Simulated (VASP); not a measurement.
Set up this calculation in VASP 6.6.1, as the native input.

```
Task                   : single point
Functional             : PBEsol
Potentials or basis    : VASP PAW PBE potentials, release 64 (Ta_sv_GW, N)
Cutoff                 : 700 eV
k mesh                 : 18 × 18 × 18
Occupations            : gaussian, width 0.15 eV
Spin                   : no spin polarisation
Dipole correction      : no
Further INCAR settings : ALGO = Normal; EDIFF = 1e-06; NBANDS = 16
```

The structure of TaN lies in POSCAR:

```
TaN
1.0
    0.0000000000      2.1874436400      2.1290388948
    2.1874436400      0.0000000000      2.1290388948
    2.1874436400      2.1874436400      0.0000000000
Ta N
1 1
Direct
    0.5000000000      0.5000000000      0.5000000000
    0.0000000000      0.0000000000      0.0000000000
```

This cell differs from its parent crystal: engineering shear strain xz +0.0000, normal strain along z -0.0267.

These files were run (other wordings do the same):

INCAR

```
SYSTEM = TaN
ALGO     = Normal         ! electronic algorithm
EDIFF    = 1E-6           ! SCF threshold, eV
ENCUT    = 700            ! plane-wave cutoff, eV
GGA      = PS             ! functional
GGA_COMPAT= .False.      
ISIF     = 2              ! what is computed and relaxed
ISMEAR   = 0              ! smearing method
LASPH    = .True.         ! aspherical terms in the spheres
LCHARG   = .False.        ! write CHGCAR
LREAL    = .False.        ! projectors in reciprocal space
LWAVE    = .False.        ! write WAVECAR
NBANDS   = 16             ! bands
NELM     = 120            ! most SCF steps
PREC     = Accurate       ! precision mode
SIGMA    = 0.15           ! smearing width, eV
```

KPOINTS

```
k-points
0
Gamma
  18 18 18
  0 0 0
```

Potentials or basis: VASP PAW PBE potentials, release 64 (Ta_sv_GW, N).

Run with:

```sh
$ cat potpaw_PBE.64/Ta_sv_GW/POTCAR potpaw_PBE.64/N/POTCAR > POTCAR
$ mpirun -np 1 vasp_std > vasp.out
```

Results of the run:

```
Pressure               : 11.2 GPa
Band gap on the k mesh : zero (bands 9 and 10 overlap by 4.27 eV)
```

Caveat: the cell differs from its parent crystal (engineering shear strain xz +0.0000, normal strain along z -0.0267); the stress differs along the axes, from 4 to 25 GPa; the PAW data sets were made with another functional, which shifts forces and pressure a little; spin-orbit coupling is left out, which moves the levels of the heavy elements.

Wall time 2.2 min on 1 thread of AMD EPYC 9R45 96-Core Processor (Zen 5), on a shared host, peak memory 0.36 GiB.
